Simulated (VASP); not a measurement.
## NaF: single point with LDA

NaF:

```
Na F
1.0
     0.00000    2.33869    2.33869
     2.33869    0.00000    2.33869
     2.33869    2.33869    0.00000
Na F
1 1
Direct
  0.00000 0.00000 0.00000
  0.50000 0.50000 0.50000
```

This cell differs from its parent crystal: volume scaled by 1.02.

```json
{
  "Program": "VASP 6.6.1",
  "Task": "single point",
  "Functional": "LDA",
  "Potentials or basis": "VASP PAW LDA potentials, release 64 (Na_pv, F)",
  "Cutoff": "520 eV",
  "k mesh": "10 × 10 × 10",
  "Occupations": "fermi-dirac, width 0.02 eV",
  "Spin": "no spin polarisation"
}
```

```
Pressure               : -5.5 GPa
Band gap on the k mesh : 5.81 eV, direct
```

Levels at points of the mesh, in eV from the valence-band top:
```tsv
k point	band 4	band 5	band 6	band 7	band 8	band 9	band 10	band 11
(0.00, 0.00, 0.00)	-18.71	0.00	0.00	0.00	5.81	18.34	18.34	18.34
(0.50, 0.00, 0.00)	-17.88	-1.60	-0.25	-0.25	10.22	11.86	19.37	19.37
(0.50, 0.50, 0.00)	-18.46	-1.29	-0.41	-0.41	12.52	12.75	12.97	18.97
```

It took 10 s on 1 thread of Intel(R) Xeon(R) Platinum 8488C (Sapphire Rapids), with other jobs on the host, peak memory 0.13 GiB.

 A k mesh can miss the band edges.
